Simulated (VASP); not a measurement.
Sr, 1 atom in the cell. The structure is cubic, space group Fm-3m (No. 225). Conventional cell: a = 6.038 Å, b = 6.038 Å, c = 6.038 Å, α = 90.00°, β = 90.00°, γ = 90.00°. Sr (site symmetry m-3m) has 12 Sr at 4.27 Å within 5.6 Å. 

* Program: VASP 6.6.1
* Task: single point
* Functional: PBE
* Potentials or basis: VASP PAW PBE potentials, release 64 (Sr_sv)
* Cutoff: 520 eV
* k mesh: 11 × 11 × 11
* Occupations: fermi-dirac, width 0.05 eV
* Spin: no spin polarisation
* Dipole correction: no
* Further INCAR settings: ALGO = Normal; EDIFF = 1e-07; NBANDS = 11

Potentials or basis: VASP PAW PBE potentials, release 64 (Sr_sv).

Command:

```bash
$ cat potpaw_PBE.64/Sr_sv/POTCAR > POTCAR
$ mpirun -np 1 vasp_std > vasp.out
```

Hardware: 1 thread of Intel(R) Xeon(R) 6975P-C (Granite Rapids), with other jobs on the host.

Q: Estimate the wall time of this run.

A: Wall time 10 s on 1 thread of Intel(R) Xeon(R) 6975P-C (Granite Rapids), with other jobs on the host, peak memory 0.18 GiB. Counts: scf iterations 12, k points 56.
